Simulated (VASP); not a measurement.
# P (Cmce) in VASP: relaxation of cell and atoms with PBEsol

Aim: the relaxation of cell and atoms of P with PBEsol.

All numbers are computed with VASP 6.6.1; they aren't measurements. Logs are shortened: lines on timing, memory, paths and dates and some standing lists are left out, and cuts for length are marked.

## (1) The cell of the first run

It takes space group Cmce (No. 64, orthorhombic). The conventional cell has a = 5.151 Å, b = 8.730 Å, c = 5.158 Å, α = 90.00°, β = 90.00°, γ = 90.00°. P (site symmetry m) has 7 P at 2.78 to 3.19 Å within 3.7 Å.

## (2) Relaxation of cell and atoms, PBEsol

INCAR

```
SYSTEM = P
PREC = Accurate
ENCUT = 600
EDIFF = 1E-6
ISMEAR = 0
SIGMA = 0.1
LREAL = .False.
LASPH = .True.
NELM = 100
ALGO = Normal
ISIF = 3
LWAVE = .False.
LCHARG = .False.
GGA = PS
IBRION = 2
NSW = 90
EDIFFG = -0.04
```

KPOINTS

```
regular mesh
0
Gamma
  4 4 4
  0 0 0
```

POSCAR

```
P
1.0
    2.5754014801     -4.3648279058      0.0000000000
    2.5754014801      4.3648279058      0.0000000000
    0.0000000000      0.0000000000      5.1576544062
P
4
Direct
    0.1525000000      0.8475000000      0.0785000000
    0.6525000000      0.3475000000      0.4215000000
    0.8475000000      0.1525000000      0.9215000000
    0.3475000000      0.6525000000      0.5785000000
```

Potentials or basis: VASP PAW PBE potentials, release 64 (P).

On the command line:

```console
> cat potpaw_PBE.64/P/POTCAR > POTCAR
> mpirun -np 1 vasp_std > vasp.out
```

OUTCAR:

```text
SYSTEM = P
   PREC = Accurate
   ENCUT = 600
   EDIFF = 1E-6
   ISMEAR = 0
   LREAL = .False.
   LASPH = .True.
   NELM = 100
   ISIF = 3
   GGA = PS
   IBRION = 2
   NSW = 90
   EDIFFG = -0.04

 ion  position               nearest neighbor table
   1  0.153  0.847  0.078-   3 2.78
   2  0.653  0.347  0.422-   4 2.78
   3  0.847  0.153  0.922-   1 2.78
   4  0.347  0.653  0.578-   2 2.78

  LATTYP: Found a base centered orthorhombic cell.
 ALAT       =     5.1508029602
 B/A-ratio  =     1.6948145520
 C/A-ratio  =     1.0013301705

  Lattice vectors:

 A1 = (   2.5754014801,  -4.3648279058,   0.0000000000)
 A2 = (   2.5754014801,   4.3648279058,   0.0000000000)
 A3 = (   0.0000000000,   0.0000000000,   5.1576544062)

Analysis of symmetry for initial positions (statically):
=====================================================================
 Subroutine PRICEL returns:
 Original cell was already a primitive cell.

 Routine SETGRP: Setting up the symmetry group for a
 base centered orthorhombic supercell.

 Subroutine GETGRP returns: Found  8 space group operations
 (whereof  4 operations were pure point group operations)
 out of a pool of  8 trial point group operations.

The static configuration has the point symmetry C_2h.
 The point group associated with its full space group is D_2h.

Analysis of symmetry for dynamics (positions and initial velocities):
=====================================================================
 Subroutine PRICEL returns:
 Original cell was already a primitive cell.

 Routine SETGRP: Setting up the symmetry group for a
 base centered orthorhombic supercell.

 Subroutine GETGRP returns: Found  8 space group operations
 (whereof  4 operations were pure point group operations)
 out of a pool of  8 trial point group operations.

The dynamic configuration has the point symmetry C_2h.
 The point group associated with its full space group is D_2h.

 Subroutine INISYM returns: Found  8 space group operations
 (whereof  4 operations are pure point group operations),
 and found     1 'primitive' translations

----------------------------------------------------------------------------------------

                                     Primitive cell

  volume of cell :     115.9563

  direct lattice vectors                    reciprocal lattice vectors
     2.575401480 -4.364827906  0.000000000     0.194144487 -0.114552054  0.000000000
     2.575401480  4.364827906  0.000000000     0.194144487  0.114552054  0.000000000
     0.000000000  0.000000000  5.157654406     0.000000000  0.000000000  0.193886585

  length of vectors
[... 74 lines left out ...]
   ISTART =      0    job   : 0-new  1-cont  2-samecut
   ICHARG =      2    charge: 1-file 2-atom 10-const
   ISPIN  =      1    spin polarized calculation?
   LNONCOLLINEAR =      F non collinear calculations
   LSORBIT =      F    spin-orbit coupling
   LASPH  =      T    aspherical Exc in radial PAW
   ENCUT  =  600.0 eV  44.10 Ry    6.64 a.u.  10.12 10.12 10.30*2*pi/ulx,y,z
   NELM   =    100;   NELMIN=  2; NELMDL= -5     # of ELM steps
   EDIFF  = 0.1E-05   stopping-criterion for ELM
   LREAL  =      F    real-space projection
   EDIFFG = -.4E-01   stopping-criterion for IOM
   NSW    =     90    number of steps for IOM
   IBRION =      2    ionic relax: 0-MD 1-quasi-New 2-CG
   NFREE  =      1    steps in history (QN), initial steepest desc. (CG)
   ISIF   =      3    stress and relaxation
   ISYM   =      2    0-nonsym 1-usesym 2-fastsym
   POTIM  = 0.5000    time-step for ionic-motion
   TEBEG  =    0.0;   TEEND  =   0.0 temperature during run
   PSTRESS=    0.0 pullay stress
   NELECT =      20.0000    total number of electrons
   NUPDOWN=      -1.0000    fix difference up-down
   EMIN   =  10.00;   EMAX   =-10.00  energy-range for DOS
   EFERMI =   0.00;   METHOD = LEGACY
   ISMEAR =     0;   SIGMA  =   0.10  broadening in eV -4-tet -1-fermi 0-gaus
   EFERMI_NEDOS =   21; number of points for ismear=-14 and -15
   IALGO  =     38    algorithm
   IMIX   =      4    mixing-type and parameters
     AMIX     =   0.40;   BMIX     =  1.00
     AMIX_MAG =   1.60;   BMIX_MAG =  1.00
  volume/ion in A,a.u.               =      28.99       195.63
  Fermi-wavevector in a.u.,A,eV,Ry     =   0.911283  1.722076 11.298784  0.830437
  Thomas-Fermi vector in A             =   2.035544
   LORBIT       =      0    0 simple, 1 ext, 2 COOP (PROOUT), +10 PAW based schemes
   GGA     = PS    functional components
   LHFCALC =     F    Hartree Fock is set to
   AEXX    =    0.0000 exact exchange contribution
   IVDW    =     0    specifies the selected vdW correction
   LEPSILON=     F    determine dielectric tensor
   LRPA    =     F    only Hartree local field effects (RPA)
 conjugate gradient relaxation of ions
 non-spin polarized calculation
 Gauss-broadening in eV      SIGMA  =   0.10
  energy-cutoff  :      600.00
  volume of cell :      115.96
 maximum number of plane-waves:      3896
   NGX = 21   NGY = 21   NGZ = 21

--------------------------------------- Ionic step        1  -------------------------------------------

 number of electron      19.9999998 magnetization

 Free energy of the ion-electron system (eV)
  ---------------------------------------------------
  ext. energy  EPLUGINS =         0.00000000
  ---------------------------------------------------
  free energy    TOTEN  =       -16.60713532 eV

  energy without entropy =      -16.59061653  energy(sigma->0) =      -16.59887593

 E-fermi :   2.1560     XC(G=0):  -8.5024

 val. band max:        2.1527879849   @ k =   0.5000   0.5000   0.0000
 cond. band min:       2.2360418341   @ k =  -0.2500   0.2500   0.0000
 fundamental gap:      0.0832538492
 Fermi energy:         2.1559713815
[... 817 lines left out ...]
      1      -4.9130      2.00000
      2      -4.9130      2.00000
      3      -0.8876      2.00000
      4      -0.8876      2.00000
      5       4.8567      2.00000
      6       4.8567      2.00000
      7       5.6037      2.00000
      8       5.6037      2.00000
      9       7.2555      2.00000
     10       7.2555      2.00000
     11      10.5708      0.00000
     12      10.5708      0.00000
     13      13.1918      0.00000
     14      13.1918      0.00000

[... ionic steps 4 to 45 ...]

--------------------------------------- Ionic step       46  -------------------------------------------

 number of electron      19.9999997 magnetization

------------------------ aborting loop because EDIFF is reached ----------------------------------------
[... 71 lines left out ...]
--------------------------------------- Ionic step       48  -------------------------------------------

 number of electron      19.9999999 magnetization

 Free energy of the ion-electron system (eV)
  ---------------------------------------------------
  ext. energy  EPLUGINS =         0.00000000
  ---------------------------------------------------
  free energy    TOTEN  =       -22.46579745 eV

  energy without entropy =      -22.46235554  energy(sigma->0) =      -22.46407650

 E-fermi :   9.0859     XC(G=0): -11.1064

 val. band max:        8.7694407431   @ k =   0.5000   0.2500   0.5000
 cond. band min:       9.1393825936   @ k =  -0.2500   0.2500   0.0000
 fundamental gap:      0.3699418505
 Fermi energy:         9.0858802602
[... 386 lines left out ...]
  FREE ENERGIE OF THE ION-ELECTRON SYSTEM (eV)
  ---------------------------------------------------
  free  energy   TOTEN  =       -22.4657974492 eV

  energy  without entropy=      -22.4623555446  energy(sigma->0) =      -22.46407650

 reached required accuracy - stopping structural energy minimisation
```

OSZICAR:

```text
N       E                     dE             d eps       ncg     rms          rms(c)
DAV:   1     0.675403600943E+02    0.67540E+02   -0.84273E+03   588   0.130E+03
DAV:   2    -0.113753708320E+02   -0.78916E+02   -0.77261E+02   806   0.160E+02
DAV:   3    -0.165358146215E+02   -0.51604E+01   -0.51225E+01   726   0.443E+01
[... 393 lines left out ...]
DAV:   1    -0.224660571864E+02   -0.17902E-02   -0.11344E-01   660   0.209E+00    0.201E-01
DAV:   2    -0.224660008188E+02    0.56368E-04   -0.66933E-03   790   0.564E-01    0.851E-02
DAV:   3    -0.224658269339E+02    0.17388E-03   -0.35654E-04   714   0.125E-01    0.371E-02
DAV:   4    -0.224657973274E+02    0.29607E-04   -0.74975E-05   750   0.560E-02    0.109E-02
DAV:   5    -0.224657974492E+02   -0.12178E-06   -0.56519E-06   654   0.163E-02
  48 F= -.22465797E+02 E0= -.22464076E+02  d E =-.283156E-02
```

CONTCAR:

```text
P
   1.00000000000000
     1.7457502161297245   -2.9687166726307654   -0.0000000000000000
     1.7457502161297245    2.9687166726307654    0.0000000000000000
     0.0000000000000000    0.0000000000000000    5.9351008232587557
  P
     4
Direct
     0.1510997419316405    0.8489002580683592    0.1144097336430807
     0.6510997419316408    0.3489002580683598    0.3855902663569195
     0.8489002580683592    0.1510997419316405    0.8855902663569188
     0.3489002580683598    0.6510997419316408    0.6144097336430812

  0.00000000E+00  0.00000000E+00  0.00000000E+00
  0.00000000E+00  0.00000000E+00  0.00000000E+00
  0.00000000E+00  0.00000000E+00  0.00000000E+00
  0.00000000E+00  0.00000000E+00  0.00000000E+00
```

Run time: 8.4 min. Hardware: 1 thread of AMD EPYC 9R45 (Zen 5), shared host; peak memory 0.23 GiB.

What came out:

```
Free energy                           : -22.4658 eV
Relaxed volume                        : 15.38 Å³/atom
Relaxed cell                          : a = 3.444 Å, b = 3.444 Å, c = 5.935 Å, α = 90.00°, β = 90.00°, γ = 119.08°
Space group after relaxing (to 0.1 Å) : Cmce (No. 64)
Energy gained by relaxing             : 1464.7 meV/atom
Ionic steps                           : 48
Pressure after relaxing               : 0.2 GPa
Largest force after relaxing          : 0.010 eV/Å
Band gap on the k mesh                : zero (bands 10 and 11 overlap by 1.87 eV)
```

Forces on the atoms (eV/Å):
```
P    0.000  0.005 -0.009
P    0.000  0.005  0.009
P    0.000 -0.005  0.009
P    0.000 -0.005 -0.009
```

The path:
| step | energy change (eV) | largest force (eV/Å) | pressure (GPa) | volume (Å³) |
| --- | --- | --- | --- | --- |
| 1 | 0.0000 | 0.5308 | -15.76 | 115.96 |
| 3 | -4.2434 | 0.3045 | -1.32 | 65.91 |
| 5 | -4.3525 | 0.3765 | 0.84 | 64.05 |
| 7 | -4.8669 | 1.8267 | 17.97 | 56.58 |
| 9 | -5.2261 | 1.1752 | 9.02 | 58.83 |
| 11 | -5.2242 | 1.2604 | 10.34 | 58.44 |
| 13 | -5.2741 | 1.3236 | 9.97 | 58.83 |
| 15 | -5.4233 | 1.0364 | 5.98 | 60.17 |
| 17 | -5.6147 | 0.2896 | -3.57 | 66.37 |
| 19 | -5.6205 | 0.4010 | -0.59 | 63.87 |
| 21 | -5.6265 | 0.3201 | -1.73 | 64.60 |
| 23 | -5.6336 | 0.2720 | -1.60 | 64.48 |
| 25 | -5.6559 | 0.1727 | 1.58 | 62.37 |
| 27 | -5.6678 | 0.2043 | 1.24 | 62.81 |
| 29 | -5.7003 | 0.8101 | 1.57 | 63.02 |
| 31 | -5.7143 | 0.9600 | 0.82 | 63.26 |
| 33 | -5.7184 | 1.0149 | 0.38 | 63.42 |
| 35 | -5.7625 | 0.7497 | -0.77 | 63.67 |
| 37 | -5.7933 | 0.3829 | -2.53 | 64.12 |
| 39 | -5.8288 | 0.1947 | -0.18 | 62.39 |
| 41 | -5.8326 | 0.1757 | 0.20 | 62.09 |
| 43 | -5.8465 | 0.0809 | -0.01 | 61.76 |
| 45 | -5.8552 | 0.0474 | -0.05 | 61.61 |
| 47 | -5.8571 | 0.0458 | -0.01 | 61.54 |
| 48 | -5.8587 | 0.0102 | 0.16 | 61.52 |

Final structure:
```
CELL_PARAMETERS angstrom
1.74575 -2.96872 0.00000
1.74575 2.96872 0.00000
0.00000 0.00000 5.93510
ATOMIC_POSITIONS crystal
P 0.15110 0.84890 0.11441
P 0.65110 0.34890 0.38559
P 0.84890 0.15110 0.88559
P 0.34890 0.65110 0.61441
```

Levels at points of the mesh, in eV from the Fermi level:
```csv
k point,band 7,band 8,band 9,band 10,band 11,band 12,band 13,band 14
"(0.00, 0.00, 0.00)",-2.12,-2.04,-1.72,0.54,1.12,1.56,1.86,2.15
"(0.50, 0.00, 0.00)",-3.71,-3.71,-1.49,-1.49,0.48,0.48,3.49,3.49
"(0.50, 0.50, 0.00)",-5.50,-2.08,-1.90,-1.84,-0.55,-0.40,1.71,4.32
"(0.00, 0.00, 0.50)",-2.21,-2.21,-0.34,-0.34,1.37,1.37,2.52,2.52
"(0.50, 0.00, 0.50)",-4.64,-4.64,-2.57,-2.57,0.23,0.23,3.30,3.30
"(0.50, 0.50, 0.50)",-4.58,-4.58,-3.58,-3.58,0.63,0.63,2.52,2.52
```

Caveat: the volume moved by over 15 % at a fixed basis, so the end points are rough; the PAW data sets were made with another functional, which shifts forces and pressure a little.

The gap in the log of VASP goes by the Fermi energy; the results here count the filled bands.